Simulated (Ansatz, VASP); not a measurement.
**W3O in VASP and in Ansatz**

The input INCAR:

```
SYSTEM = W3O
PREC     = Accurate       ! precision mode
ENCUT    = 520            ! plane-wave cutoff, eV
EDIFF    = 1E-7           ! SCF threshold, eV
ISMEAR   = 0              ! smearing method
SIGMA    = 0.15           ! smearing width, eV
LREAL    = .FALSE.        ! projectors in reciprocal space
LASPH    = .TRUE.         ! aspherical terms in the spheres
NELM     = 80             ! most SCF steps
ALGO     = Normal         ! electronic algorithm
ISIF     = 2              ! what is computed and relaxed
LWAVE    = .FALSE.        ! write WAVECAR
LCHARG   = .TRUE.         ! write CHGCAR
GGA      = PS             ! functional
LELF     = .TRUE.         ! ELF
LVHAR    = .TRUE.       
NBANDS   = 58             ! bands
```

The input KPOINTS:

```
Automatic mesh
0
G
  8 8 8
  0 0 0
```

Contents of POSCAR:

```
W3O
1.0
    4.8313496810      0.0000000000      0.0000000000
    0.0000000000      4.8313496810      0.0000000000
    0.0000000000      0.0000000000      4.8313496810
W O
6 2
Direct
    0.5000000000      0.7525872687      0.0000000000
    0.0000000000      0.5025872687      0.7500000000
    0.2500000000      0.0025872687      0.5000000000
    0.5000000000      0.2525872687      0.0000000000
    0.0000000000      0.5025872687      0.2500000000
    0.7500000000      0.0025872687      0.5000000000
    0.5000000000      0.5000000000      0.5000000000
    0.0000000000      0.0000000000      0.0000000000
```

Input for Ansatz:

```yaml
crystal:
  lattice:
    - [4.831349681, 0.0, 0.0]
    - [0.0, 4.831349681, 0.0]
    - [0.0, 0.0, 4.831349681]
  atoms:
    - { symbol: W, position: [0.5, 0.7525872687, 0.0] }
    - { symbol: W, position: [0.0, 0.5025872687, 0.75] }
    - { symbol: W, position: [0.25, 0.0025872687, 0.5] }
    - { symbol: W, position: [0.5, 0.2525872687, 0.0] }
    - { symbol: W, position: [0.0, 0.5025872687, 0.25] }
    - { symbol: W, position: [0.75, 0.0025872687, 0.5] }
    - { symbol: O, position: [0.5, 0.5, 0.5] }
    - { symbol: O, position: [0.0, 0.0, 0.0] }
basis:
  ecutwfc: 420
kpoints:
  mp_grid: { grid: [8, 8, 8] }
hamiltonian:
  xc: pbesol
scf:
  occupations: { method: gaussian, width: 0.15 }
output:
  forces: true
  stress: true
  eigenvalues: true
```

Change from the starting cell: all W atoms moved +0.013 Å, as atom 1 along Cartesian [0 1 0].

Alike in both runs: task single point; functional PBEsol; k mesh 8 × 8 × 8; occupations gaussian, width 0.15 eV; no spin polarisation.

|  | VASP | Ansatz |
| --- | --- | --- |
| version | VASP 6.6.1 | Ansatz 0.2.0 |
| potentials or method | VASP PAW PBE potentials, release 64 (W_sv, O), cutoff 520 eV | scalar-relativistic, plane waves, PAW |
| valence electrons in the cell | 96 | 96 |

```tsv
	VASP	Ansatz	Ansatz less VASP
gap on the k mesh at the Fermi level (eV)	none	none	-
pressure (GPa)	1.0	0.0	-1.04
rms of the force components (eV/Å)	0.018	0.019	+0.0005
```

VASP's potentials were made for PBE, not for PBEsol. Atom by atom the forces differ by 0.001 eV/Å (rms over components). A gap of «none» marks a metal or a gap that the smearing closes. The functional is the same, so the differences come from potentials, cutoffs and numerics.

Spin-orbit coupling is off throughout.
